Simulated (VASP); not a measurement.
Input of a VASP 6.6.1 run:

File INCAR:

```
  PREC = Accurate
  ENCUT = 520
  EDIFF = 1E-6
  ISMEAR = 0
  SIGMA = 0.2
  LREAL = F
  LASPH = T
  NELM = 100
  ALGO = Normal
  ISIF = 2
  LWAVE = F
  LCHARG = F
  GGA = PE
  NBANDS = 61
```

KPOINTS

```
regular mesh
0
Gamma
  3 3 3
```

Contents of POSCAR:

```
Hf2SiO4
1.0
    0.0000000000      4.3384823021      4.3384823021
    4.3384823021      0.0000000000      4.3384823021
    4.3384823021      4.3384823021      0.0000000000
Hf Si O
4 2 8
Direct
    0.6250000000      0.1250000000      0.1250000000
    0.1250000000      0.6250000000      0.1250000000
    0.1250000000      0.1250000000      0.6250000000
    0.1250000000      0.1250000000      0.1250000000
    0.7500000000      0.7500000000      0.7500000000
    0.5000000000      0.5000000000      0.5000000000
    0.8597008003      0.8597008003      0.4208975992
    0.8597008003      0.4208975992      0.8597008003
    0.4208975992      0.8597008003      0.8597008003
    0.8597008003      0.8597008003      0.8597008003
    0.8291024008      0.3902991997      0.3902991997
    0.3902991997      0.8291024008      0.3902991997
    0.3902991997      0.3902991997      0.8291024008
    0.3902991997      0.3902991997      0.3902991997
```

Potentials or basis: VASP PAW PBE potentials, release 64 (Hf_pv, Si, O).

Launch:

```sh
$ cat potpaw_PBE.64/Hf_pv/POTCAR potpaw_PBE.64/Si/POTCAR potpaw_PBE.64/O/POTCAR > POTCAR
$ mpirun -np 1 vasp_std > vasp.out
```

(1) What does it give for the pressure?

(2) Estimate the largest force.

## Answers

(1) -1.8 GPa.

(2) 0.167 eV/Å.

Caveat: the k points lie up to 0.42 Å⁻¹ apart.
